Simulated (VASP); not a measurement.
# C2OH6 in VASP: single point with PBE+D3(BJ)

Aim: the single point of C2OH6 with PBE+D3(BJ).

Program: VASP 6.6.1. These are calculated values, not measurements. Logs are shortened: lines on timing, memory, paths and dates and some standing lists are left out, and cuts for length are marked.

**1. The cell of the first run**

The cell holds a molecule in a box, 9 atoms: a = 15.064 Å, b = 14.500 Å, c = 15.000 Å, α = 90.00°, β = 90.00°, γ = 90.00°.

**2. Single point, PBE+D3(BJ)**

The input, INCAR:

```
SYSTEM = H6C2O
PREC     = Accurate       ! precision mode
ENCUT    = 520            ! plane-wave cutoff, eV
EDIFF    = 1E-7           ! SCF threshold, eV
ISMEAR   = 0              ! smearing method
SIGMA    = 0.005          ! smearing width, eV
LREAL    = .FALSE.        ! projectors in reciprocal space
LASPH    = .TRUE.         ! aspherical terms in the spheres
NELM     = 60             ! most SCF steps
ALGO     = Normal         ! electronic algorithm
ISIF     = 2              ! what is computed and relaxed
LWAVE    = .FALSE.        ! write WAVECAR
LCHARG   = .FALSE.        ! write CHGCAR
GGA      = PE             ! functional
IVDW     = 12             ! dispersion correction
NBANDS   = 20             ! bands
ISYM     = 0
```

The input, KPOINTS:

```
regular mesh
0
G
  1 1 1
  0 0 0
```

The input, POSCAR:

```
H6C2O
1.0
   15.0644904083      0.0000000000      0.0000000000
    0.0000000000     14.5000000000      0.0000000000
    0.0000000000      0.0000000000     15.0000000000
C O H
2 1 6
Direct
    0.5797643079      0.5163735307      0.4920677531
    0.4246712578      0.5107177099      0.4983587218
    0.4996005271      0.5309366652      0.4449336264
    0.5864321183      0.4437676130      0.5137023223
    0.5839532461      0.5609830516      0.5517416452
    0.6344822224      0.5333578706      0.4467800718
    0.4248261428      0.4379497345      0.5205344232
    0.3654835398      0.5232033531      0.4576001352
    0.4220952594      0.5552907593      0.5581656564
```

Potentials or basis: VASP PAW PBE potentials, release 64 (C, O, H).

Run with:

```bash
cat potpaw_PBE.64/C/POTCAR potpaw_PBE.64/O/POTCAR potpaw_PBE.64/H/POTCAR > POTCAR
mpirun -np 1 vasp_gam > vasp.out
```

OUTCAR:

```text
SYSTEM = H6C2O
   PREC = Accurate
   ENCUT = 520
   EDIFF = 1E-7
   ISMEAR = 0
   LREAL = .FALSE.
   LASPH = .TRUE.
   NELM = 60
   ISIF = 2
   GGA = PE
   IVDW = 12
   ISYM = 0
 IVDW          = 12

 ion  position               nearest neighbor table
   1  0.580  0.516  0.492-   6 1.10   5 1.11   4 1.11   3 1.42
   2  0.425  0.511  0.498-   8 1.10   7 1.11   9 1.11   3 1.42
   3  0.500  0.531  0.445-   2 1.42   1 1.42
   4  0.586  0.444  0.514-   1 1.11
   5  0.584  0.561  0.552-   1 1.11
   6  0.634  0.533  0.447-   1 1.10
   7  0.425  0.438  0.521-   2 1.11
   8  0.365  0.523  0.458-   2 1.10
   9  0.422  0.555  0.558-   2 1.11

IMPORTANT INFORMATION: All symmetrisations will be switched off!
NOSYMM: (Re-)initialisation of all symmetry stuff for point group C_1.

----------------------------------------------------------------------------------------

                                     Primitive cell

  volume of cell :    3276.5267

  direct lattice vectors                    reciprocal lattice vectors
    15.064490408  0.000000000  0.000000000     0.066381270  0.000000000  0.000000000
     0.000000000 14.500000000  0.000000000     0.000000000  0.068965517  0.000000000
     0.000000000  0.000000000 15.000000000     0.000000000  0.000000000  0.066666667

  length of vectors
    15.064490408 14.500000000 15.000000000     0.066381270  0.068965517  0.066666667

  position of ions in fractional coordinates (direct lattice)
     0.579764308  0.516373531  0.492067753
     0.424671258  0.510717710  0.498358722
     0.499600527  0.530936665  0.444933626
     0.586432118  0.443767613  0.513702322
     0.583953246  0.560983052  0.551741645
     0.634482222  0.533357871  0.446780072
     0.424826143  0.437949735  0.520534423
     0.365483540  0.523203353  0.457600135
     0.422095259  0.555290759  0.558165656

  ion indices of the primitive-cell ions
   primitive index   ion index
                 1           1
                 2           2
                 3           3
                 4           4
                 5           5
                 6           6
                 7           7
                 8           8
                 9           9

----------------------------------------------------------------------------------------

 KPOINTS: regular mesh

Automatic generation of k-mesh.
 Grid dimensions read from file:
 generate k-points for:    1    1    1

 Generating k-lattice:

  Cartesian coordinates                     Fractional coordinates (reciprocal lattice)
     0.066381270  0.000000000  0.000000000     1.000000000  0.000000000  0.000000000
     0.000000000  0.068965517  0.000000000     0.000000000  1.000000000  0.000000000
     0.000000000  0.000000000  0.066666667     0.000000000  0.000000000  1.000000000

  Length of vectors
     0.066381270  0.068965517  0.066666667

  Shift w.r.t. Gamma in fractional coordinates (k-lattice)
     0.000000000  0.000000000  0.000000000

 Subroutine IBZKPT returns following result:
 ===========================================

 Found      1 irreducible k-points:

 Following reciprocal coordinates:
            Coordinates               Weight
  0.000000  0.000000  0.000000      1.000000
   k-points           NKPTS =      1   k-points in BZ     NKDIM =      1   number of bands    NBANDS=     20
   number of dos      NEDOS =    301   number of ions     NIONS =      9
   total plane-waves  NPLWV = ******
   dimension x,y,z NGX =   112 NGY =  108 NGZ =  112
   dimension x,y,z NGXF=   224 NGYF=  216 NGZF=  224
   ions per type =               2   1   6
   NGX,Y,Z   is equivalent  to a cutoff of  12.36, 12.38, 12.41 a.u.
   NGXF,Y,Z  is equivalent  to a cutoff of  24.72, 24.76, 24.83 a.u.
 SYSTEM =  H6C2O
   PREC   = accura    normal or accurate (medium, high low for compatibility)
   ISTART =      0    job   : 0-new  1-cont  2-samecut
   ICHARG =      2    charge: 1-file 2-atom 10-const
   ISPIN  =      1    spin polarized calculation?
   LNONCOLLINEAR =      F non collinear calculations
   LSORBIT =      F    spin-orbit coupling
   LASPH  =      T    aspherical Exc in radial PAW
   ENCUT  =  520.0 eV  38.22 Ry    6.18 a.u.  28.01 26.96 27.89*2*pi/ulx,y,z
   NELM   =     60;   NELMIN=  2; NELMDL= -5     # of ELM steps
   EDIFF  = 0.1E-06   stopping-criterion for ELM
   LREAL  =      F    real-space projection
   EDIFFG = 0.1E-05   stopping-criterion for IOM
   NSW    =      0    number of steps for IOM
   IBRION =     -1    ionic relax: 0-MD 1-quasi-New 2-CG
   NFREE  =      0    steps in history (QN), initial steepest desc. (CG)
   ISIF   =      2    stress and relaxation
   ISYM   =      0    0-nonsym 1-usesym 2-fastsym
   POTIM  = 0.5000    time-step for ionic-motion
   TEBEG  =    0.0;   TEEND  =   0.0 temperature during run
   PSTRESS=    0.0 pullay stress
   NELECT =      20.0000    total number of electrons
   NUPDOWN=      -1.0000    fix difference up-down
   EMIN   =  10.00;   EMAX   =-10.00  energy-range for DOS
   EFERMI =   0.00;   METHOD = LEGACY
   ISMEAR =     0;   SIGMA  =   0.01  broadening in eV -4-tet -1-fermi 0-gaus
   EFERMI_NEDOS =   21; number of points for ismear=-14 and -15
   IALGO  =     38    algorithm
   IMIX   =      4    mixing-type and parameters
     AMIX     =   0.40;   BMIX     =  1.00
     AMIX_MAG =   1.60;   BMIX_MAG =  1.00
  volume/ion in A,a.u.               =     364.06      2456.79
  Fermi-wavevector in a.u.,A,eV,Ry     =   0.299190  0.565387  1.217920  0.089515
  Thomas-Fermi vector in A             =   1.166346
   LORBIT       =      0    0 simple, 1 ext, 2 COOP (PROOUT), +10 PAW based schemes
   GGA     = PE    functional components
   LHFCALC =     F    Hartree Fock is set to
   AEXX    =    0.0000 exact exchange contribution
   IVDW    =    12    specifies the selected vdW correction
   LEPSILON=     F    determine dielectric tensor
   LRPA    =     F    only Hartree local field effects (RPA)
 non-spin polarized calculation
 Gauss-broadening in eV      SIGMA  =   0.01
  energy-cutoff  :      520.00
  volume of cell :     3276.53
 maximum number of plane-waves:     44082
   NGX = 57   NGY = 53   NGZ = 55

 number of electron      20.0000000 magnetization

 Free energy of the ion-electron system (eV)
  ---------------------------------------------------
  ext. energy  EPLUGINS =         0.00000000
  ---------------------------------------------------
  free energy    TOTEN  =       -46.39505162 eV

  energy without entropy =      -46.39505162  energy(sigma->0) =      -46.39505162

 E-fermi :  -5.7541     XC(G=0):  -0.3700

 val. band max:       -5.8002571031   @ k =   0.0000   0.0000   0.0000
 cond. band min:      -0.4775118673   @ k =   0.0000   0.0000   0.0000
 fundamental gap:      5.3227452359
 Fermi energy:        -5.7541453721

 k-point     1 :       0.0000    0.0000    0.0000
  band No.  band energies     occupation
      1     -25.7895      2.00000
      2     -17.7303      2.00000
      3     -15.5625      2.00000
      4     -11.6653      2.00000
      5     -11.3978      2.00000
      6     -11.3147      2.00000
      7      -9.4308      2.00000
      8      -8.9854      2.00000
      9      -7.5303      2.00000
     10      -5.8003      2.00000
     11      -0.4775      0.00000
     12       0.1594      0.00000
     13       0.2846      0.00000
     14       0.2953      0.00000
     15       0.3862      0.00000
     16       0.4973      0.00000
     17       0.6713      0.00000
     18       0.9517      0.00000
     19       1.0056      0.00000
     20       1.0466      0.00000

------------------------ aborting loop because EDIFF is reached ----------------------------------------

 Edisp (eV)   -0.11252

 E8    (eV) :    -0.0300

  FORCE on cell =-STRESS in cart. coord.  units (eV):
  Direction    XX          YY          ZZ          XY          YZ          ZX
  --------------------------------------------------------------------------------------
  -------------------------------------------------------------------------------------
  Total       0.22937    -0.05833     0.00981     0.01093    -0.02401    -0.00782
  in kB       0.11216    -0.02852     0.00480     0.00534    -0.01174    -0.00382
  external pressure =        0.03 kB  Pullay stress =        0.00 kB

 VOLUME and BASIS-vectors are now :
 -----------------------------------------------------------------------------
  energy-cutoff  :      520.00
  volume of cell :     3276.53
      direct lattice vectors                 reciprocal lattice vectors
    15.064490408  0.000000000  0.000000000     0.066381270  0.000000000  0.000000000
     0.000000000 14.500000000  0.000000000     0.000000000  0.068965517  0.000000000
     0.000000000  0.000000000 15.000000000     0.000000000  0.000000000  0.066666667

 POSITION                                       TOTAL-FORCE (eV/Angst)
 -----------------------------------------------------------------------------------
      8.73385      7.48742      7.38102         0.121226     -0.008346      0.039660
      6.39746      7.40541      7.47538        -0.122005     -0.021817      0.057551
      7.52623      7.69858      6.67400        -0.004074      0.037665     -0.126619
      8.83430      6.43463      7.70553         0.003300     -0.020664      0.006525
      8.79696      8.13425      8.27612         0.004369      0.013566      0.020308
      9.55815      7.73369      6.70170         0.015211      0.003290     -0.009222
      6.39979      6.35027      7.80802        -0.000609     -0.019541      0.004725
      5.50582      7.58645      6.86400        -0.015854      0.004032     -0.008543
      6.35865      8.05172      8.37248        -0.001564      0.011816      0.015616
 -----------------------------------------------------------------------------------
    total drift:                               -0.000432     -0.001053     -0.000709

  FREE ENERGIE OF THE ION-ELECTRON SYSTEM (eV)
  ---------------------------------------------------
  free  energy   TOTEN  =       -46.5075746566 eV

  energy  without entropy=      -46.5075746566  energy(sigma->0) =      -46.50757466
```

Run time: 5.7 min. Hardware: 1 thread of Intel Xeon Platinum 8259CL at 2.50GHz (Skylake/Cascade Lake), shared host; peak memory 1.9 GiB.

Results:

* Free energy: -46.5076 eV
* Largest force: 0.137 eV/Å
* Gap between the frontier levels: 5.32 eV
* Dispersion energy per atom: -0.013 eV

Forces in eV/Å, atoms in the order of the input:
```
C    0.121 -0.008  0.040
C   -0.122 -0.022  0.058
O   -0.004  0.038 -0.127
H    0.003 -0.021  0.007
H    0.004  0.014  0.020
H    0.015  0.003 -0.009
H   -0.001 -0.020  0.005
H   -0.016  0.004 -0.009
H   -0.002  0.012  0.016
```
